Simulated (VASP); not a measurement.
Write the native input for VASP 6.6.1 that does the following.

| Quantity | Value |
| --- | --- |
| Task | single point |
| Functional | PBEsol |
| Potentials or basis | VASP PAW PBE potentials, release 64 (Ba_sv, Ti_sv, O) |
| Cutoff | 520 eV |
| k mesh | 6 × 6 × 6 |
| Occupations | gaussian, width 0.02 eV |
| Spin | no spin polarisation |
| Dipole correction | no |
| Further INCAR settings | ALGO = Normal; EDIFF = 1e-06; NBANDS = 28 |

The structure of BaTiO3 lies in POSCAR:

```
BaTiO3
1.0
    3.9499157002      0.0000000000      0.0000000000
    0.0000000000      2.8284515051      2.8386565182
    0.0000000000     -2.8284515051      2.8386565182
Ba Ti O
1 1 3
Direct
    0.0000000000      0.0036318847      0.0036318847
    0.5000000000      0.5164790836      0.5164790836
    0.5000000000      0.9814797485      0.4903218600
    0.5000000000      0.4903218600      0.9814797485
    0.0000000000      0.4879874233      0.4879874233
```

The input as run:

INCAR

```
PREC = Accurate
ENCUT = 520
EDIFF = 1E-6
ISMEAR = 0
SIGMA = 0.02
LREAL = False
LASPH = True
NELM = 100
ALGO = Normal
ISIF = 2
LWAVE = False
LCHARG = False
GGA = PS
NBANDS = 28
```

KPOINTS

```
regular mesh
0
Gamma
  6 6 6
```

Potentials or basis: VASP PAW PBE potentials, release 64 (Ba_sv, Ti_sv, O).

Launch:

```bash
$ cat potpaw_PBE.64/Ba_sv/POTCAR potpaw_PBE.64/Ti_sv/POTCAR potpaw_PBE.64/O/POTCAR > POTCAR
$ mpirun -np 1 vasp_std > vasp.out
```

Results of the run:

```yaml
Pressure: 1.9 GPa
Largest_force: 0.056 eV/Å
Band_gap_on_the_k_mesh: 2.09 eV (least direct gap 2.44 eV)
```

Caveat: the PAW data sets were made with another functional, which shifts forces and pressure a little; spin-orbit coupling is left out, which moves the levels of the heavy elements.

It took 110 s on 1 thread of Intel Xeon 8259CL, with other jobs on the host, peak memory 0.23 GiB.
